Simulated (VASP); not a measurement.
A run of VASP 6.6.1 is set up as follows.

The input INCAR:

```
SYSTEM = Si
ALGO = Normal
EDIFF = 1E-6
ENCUT = 520
GGA = RE
ISIF = 2
ISMEAR = -1
LASPH = .TRUE.
LCHARG = .FALSE.
LREAL = .FALSE.
LWAVE = .FALSE.
NBANDS = 26
NELM = 80
PREC = Accurate
SIGMA = 0.1
```

Contents of KPOINTS:

```
k-points
0
G
  5 5 5
  0 0 0
```

POSCAR

```
Si
1.0
    4.9309046446      0.0000000000      0.0000000000
    0.0000000000      4.9309046446      0.0000000000
    0.0000000000      0.0000000000      4.9309046446
Si
8
Direct
    1.0000000000      0.0000000000      0.0000000000
    0.5000000000      0.5000000000      0.5000000000
    0.2500000000      0.0000000000      0.5000000000
    0.7500000000      0.0000000000      0.5000000000
    0.5000000000      0.2500000000      1.0000000000
    0.5000000000      0.7500000000      1.0000000000
    0.0000000000      0.5000000000      0.2500000000
    0.0000000000      0.5000000000      0.7500000000
```

Potentials or basis: VASP PAW PBE potentials, release 64 (Si).

Launch:

```bash
$ cat potpaw_PBE.64/Si/POTCAR > POTCAR
$ mpirun -np 1 vasp_std > vasp.out
```

Problem. What does it give for the pressure?

Solution. -0.4 GPa.

Problem. What does it give for the band gap on the k mesh?

Solution. Zero (bands 16 and 17 overlap by 1.90 eV).

Caveat: the PAW data sets were made with another functional, which shifts forces and pressure a little.
